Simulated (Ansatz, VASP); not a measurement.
Al in VASP and in Ansatz

File POSCAR:

```
Al
1.0
   -1.5751446750      1.5751446750      1.5751446750
    1.5751446750     -1.5751446750      1.5751446750
    1.5751446750      1.5751446750     -1.5751446750
Al
1
Direct
    0.0000000000      0.0000000000      0.0000000000
```

INCAR.step1

```
PREC     = Accurate       # precision mode
ENCUT    = 520            # plane-wave cutoff, eV
ISMEAR   = -1             # smearing method
SIGMA    = 0.08           # smearing width, eV
LREAL    = False          # projectors in reciprocal space
LASPH    = True           # aspherical terms in the spheres
NELM     = 80             # most SCF steps
NBANDS   = 8              # bands
GGA      = PE             # functional
ALGO     = Normal         # electronic algorithm
EDIFF    = 1E-4           # SCF threshold, eV
LWAVE    = True           # write WAVECAR
LCHARG   = False          # write CHGCAR
```

File INCAR.step2:

```
PREC     = Accurate       # precision mode
ENCUT    = 520            # plane-wave cutoff, eV
EDIFF    = 1E-8           # SCF threshold, eV
ISMEAR   = -1             # smearing method
SIGMA    = 0.08           # smearing width, eV
LREAL    = False          # projectors in reciprocal space
LASPH    = True           # aspherical terms in the spheres
NELM     = 80             # most SCF steps
ALGO     = Normal         # electronic algorithm
ISIF     = 2              # what is computed and relaxed
LWAVE    = False          # write WAVECAR
LCHARG   = False          # write CHGCAR
METAGGA  = R2SCAN         # meta-GGA
LMIXTAU  = True         
LEFG     = True         
NBANDS   = 8              # bands
ISTART   = 1
```

KPOINTS

```
Automatic mesh
0
Gamma
  18 18 18
```

Input for Ansatz:

```yaml
crystal:
  lattice:
    - [-1.575144675, 1.575144675, 1.575144675]
    - [1.575144675, -1.575144675, 1.575144675]
    - [1.575144675, 1.575144675, -1.575144675]
  atoms:
    - { symbol: Al, position: [0.0, 0.0, 0.0] }
kpoints:
  mp_grid: { grid: [18, 18, 18] }
scf:
  occupations: { method: fermi_dirac, width: 0.08 }
hamiltonian:
  xc: r2scan
  pseudopotentials: { kind: paw }
output:
  forces: true
  stress: true
  eigenvalues: true
  efg: { contact_densities: true }
  write_density: true
  write_potential: true
  elf: true
  volumetric_format: npy
```

Change from the starting cell: volume scaled by 0.97, PAW files.

Alike in both runs: task electric field gradients; functional r2SCAN; k mesh 18 × 18 × 18; occupations fermi-dirac, width 0.08 eV; no spin polarisation.

|  | VASP | Ansatz |
| --- | --- | --- |
| version | VASP 6.6.1 | Ansatz 0.2.0 |
| potentials or method | VASP PAW PBE potentials, release 64 (Al) | PAW with Ansatz's default frozen-core files, scalar-relativistic |
| plane-wave cutoff (eV) | 520 | 500 |
| valence electrons in the cell | 3 | 3 |

|  | VASP | Ansatz | Ansatz less VASP |
| --- | --- | --- | --- |
| pressure (GPa) | 2.9 | 3.2 | +0.34 |

VASP's potentials were made for PBE, not for r2SCAN.
